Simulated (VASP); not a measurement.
Runs of VASP 6.6.1 on SiO2. The structure is that of space group Imma (No. 74), or close to it. The cells are those of the table. 

```csv
cell,gap on the mesh (eV),pressure (GPa),largest force (eV/Å)
"a = 6.992 Å, angles 135.6, 97.1, 99.3°, 12 atoms",5.38,0.7,0.04
"a = 7.258 Å, angles 136.5, 90.9, 105.0°, 12 atoms",(b),-4.4,0.04
"a = 6.897 Å, angles 135.0, 99.5, 97.4°, 12 atoms",5.38,0.9,0.04
"a = 7.090 Å, angles 136.2, 94.2, 101.8°, 12 atoms",5.38,0.1,(c)
"a = 6.714 Å, angles 133.5, 103.6, 94.4°, 12 atoms",(a),1.3,0.04
"a = 6.805 Å, angles 134.3, 101.6, 95.8°, 12 atoms",5.39,1.1,0.04
```

Alike in all rows: task single point; level PBE; potentials or basis VASP PAW PBE potentials, release 64 (Si, O); no spin polarisation; k mesh 6 × 6 × 6; cutoff (eV) 520; smearing gaussian 0.02 eV.

**Question.** Fill in the values left out.

**Answer.** (a) 5.40; (b) 5.24; (c) 0.05.

A k mesh can miss the band edges.
